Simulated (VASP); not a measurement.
**MoSe: single point with PBE+U**

Crystal: MoSe.

```xyz
2
Lattice="3.5798 0.0000 0.0000 0.0000 3.5798 0.0000 0.0000 0.0000 3.5798" Properties=species:S:1:pos:R:3 pbc="T T T"
Mo    0.0000    0.0000    0.0000
Se    1.7899    1.7899    1.7899
```

```json
{
 "Program": "VASP 6.6.1",
 "Task": "single point",
 "Functional": "PBE",
 "Potentials or basis": "VASP PAW PBE potentials, release 64 (Mo_sv, Se)",
 "Cutoff": "520 eV",
 "k mesh": "12 × 12 × 12",
 "Occupations": "gaussian, width 0.1 eV",
 "Spin": "collinear spin, ferromagnetic start",
 "Starting moments": "[2.0, 0.0] μB",
 "Hubbard terms": "Mo d U = 4.38 eV"
}
```

```
Pressure                                              : -4.8 GPa
Band gap on the k mesh                                : zero (filled and empty bands overlap)
Net moment                                            : 4.00 μB per cell
Site moments                                          : Mo +3.75; Se -0.28 μB
Valence electrons inside the program's atomic spheres : Mo 12.12; Se 3.75
```

Levels at points of the mesh, in eV from the Fermi level:
Spin up:
```
           k point  band 8  band 9  band 10  band 11  band 12  band 13  band 14  band 15  band 16  band 17
(0.00, 0.00, 0.00)   -1.61   -1.61    -1.61    -1.56    -1.56    -1.56    -0.42     7.45     7.45    12.29
(0.50, 0.00, 0.00)   -3.47   -3.47    -1.45    -1.32     1.30     1.30     3.04     5.66     5.85     7.16
(0.50, 0.50, 0.00)   -3.79   -2.26    -2.26    -2.02    -1.40    -0.53     1.54     7.40     7.40     8.82
(0.50, 0.50, 0.50)   -5.63   -1.36    -1.36     1.19     1.19     1.19     1.98     1.98     1.98     5.27
```
Spin down:
| k point | band 5 | band 6 | band 7 | band 8 | band 9 | band 10 | band 11 | band 12 |
| --- | --- | --- | --- | --- | --- | --- | --- | --- |
| (0.00, 0.00, 0.00) | -14.22 | -1.79 | -1.79 | -1.79 | 0.82 | 0.82 | 1.25 | 3.81 |
| (0.50, 0.00, 0.00) | -13.50 | -5.91 | -1.89 | -1.89 | 1.83 | 4.08 | 4.23 | 4.56 |
| (0.50, 0.50, 0.00) | -13.08 | -4.56 | -4.56 | -0.88 | 0.13 | 2.40 | 2.58 | 2.58 |
| (0.50, 0.50, 0.50) | -12.51 | -4.55 | -4.55 | -4.55 | 3.30 | 3.30 | 3.30 | 5.26 |

Eigenvalues of the final occupation matrices:
```csv
site,spin,trace,eigenvalues
site 1 d,1,3.82,0.72 0.72 0.72 0.83 0.83
site 1 d,2,0.14,0.01 0.01 0.04 0.04 0.04
```

Run time: 2.1 min on 1 thread of Intel(R) Xeon(R) Platinum 8488C (Sapphire Rapids) (shared host), peak memory 0.26 GiB.

The state reached can hang on the start; a lower one may exist.
